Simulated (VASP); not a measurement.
Wanted: the native input for a VASP 6.6.1 run.

- Task: single point
- Functional: PBEsol
- Potentials or basis: VASP PAW PBE potentials, release 64 (Ti_sv)
- Cutoff: 520 eV
- k mesh: 26 × 26 × 26
- Occupations: gaussian, width 0.15 eV
- Spin: no spin polarisation
- Dipole correction: no
- Further INCAR settings: ALGO = Fast; EDIFF = 1e-06; NBANDS = 12

The structure of Ti lies in POSCAR:

```
Ti
1.0
   -1.6051160630      1.6051160630      1.6853718662
    1.6051160630     -1.6051160630      1.6853718662
    1.6051160630      1.6051160630     -1.6853718662
Ti
1
Direct
    0.0000000000      0.0000000000      0.0000000000
```

This cell differs from its parent crystal: strain +0.000 along x and y, +0.050 along z.

The input as run:

INCAR

```
PREC = Accurate ; ENCUT = 520
EDIFF = 1E-6 ; ISMEAR = 0
SIGMA = 0.15 ; LREAL = F
LASPH = T ; NELM = 60
ALGO = Fast ; ISIF = 2
LWAVE = F ; LCHARG = F
GGA = PS ; NBANDS = 12
```

KPOINTS

```
regular mesh
0
Gamma
  26 26 26
```

Potentials or basis: VASP PAW PBE potentials, release 64 (Ti_sv).

Launch:

```console
$ cat potpaw_PBE.64/Ti_sv/POTCAR > POTCAR
$ mpirun -np 1 vasp_std > vasp.out
```

It gave:

```
Pressure               : -5.2 GPa
Band gap on the k mesh : zero (bands 6 and 7 overlap by 1.61 eV)
```

Caveat: the cell differs from its parent crystal (strain +0.000 along x and y, +0.050 along z); the cell stands under tension; the PAW data sets were made with another functional, which shifts forces and pressure a little.

Wall time 3 min on 1 thread of Intel(R) Xeon(R) 6975P-C (Granite Rapids), on a shared host, peak memory 0.36 GiB.
